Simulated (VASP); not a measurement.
The system is LaLu2N3.

```
CELL_PARAMETERS angstrom
-2.88446 2.88446 3.43386
2.88446 -2.88446 3.43386
2.88446 2.88446 -3.43386
ATOMIC_POSITIONS crystal
La 0.50000 0.50000 0.00000
Lu 0.50000 0.00000 0.50000
Lu 0.00000 0.50000 0.50000
N 0.00000 0.00000 0.00000
N 0.75000 0.25000 0.50000
N 0.25000 0.75000 0.50000
```

The cell was built from a structure type or drawn by symmetry, and may not be a known phase.

```yaml
Program: VASP 6.6.1
Task: relaxation of cell and atoms
Functional: PBE
Potentials_or_basis: VASP PAW PBE potentials, release 64 (La, Lu, N)
Cutoff: 600 eV
k_mesh: 4 × 4 × 4
Occupations: gaussian, width 0.1 eV
Spin: no spin polarisation
```

At the start: pressure 30.2 GPa; volume 19.05 Å³/atom.

Problem. How do energy, volume and symmetry change on relaxing?

Solution. Over 15 steps the energy falls by 817.6 meV/atom and the volume is 21.41 Å³/atom (+12.4 %); space group I4/mmm (No. 139, to 0.1 Å) before and after.

Step by step:
```
step  energy change (eV)  largest force (eV/Å)  pressure (GPa)  volume (Å³)
   1              0.0000                0.0000           30.25       114.28
   2              0.1434                0.0000          -12.85       174.19
   3             -4.7949                0.0000           -3.33       139.92
   4             -4.8357                0.0000           -2.18       138.15
   5             -4.8439                0.0000           -1.45       136.95
   6             -4.8428                0.0000           -1.01       136.50
   7             -4.8785                0.0000           -0.66       133.42
   8             -4.8987                0.0000           -0.22       130.66
   9             -4.8946                0.0000            0.95       125.23
  10             -4.9050                0.0000            0.24       128.47
  11             -4.9051                0.0000            0.17       128.31
  12             -4.9028                0.0000            0.59       126.77
  13             -4.9051                0.0000            0.32       128.09
  14             -4.9047                0.0000           -0.29       128.88
  15             -4.9058                0.0000            0.11       128.44
```

Final structure:
```
CELL_PARAMETERS angstrom
-2.79523 2.79523 4.10965
2.79523 -2.79523 4.10965
2.79523 2.79523 -4.10965
ATOMIC_POSITIONS crystal
La 0.50000 0.50000 0.00000
Lu 0.50000 0.00000 0.50000
Lu 0.00000 0.50000 0.50000
N 0.00000 0.00000 0.00000
N 0.75000 0.25000 0.50000
N 0.25000 0.75000 0.50000
```
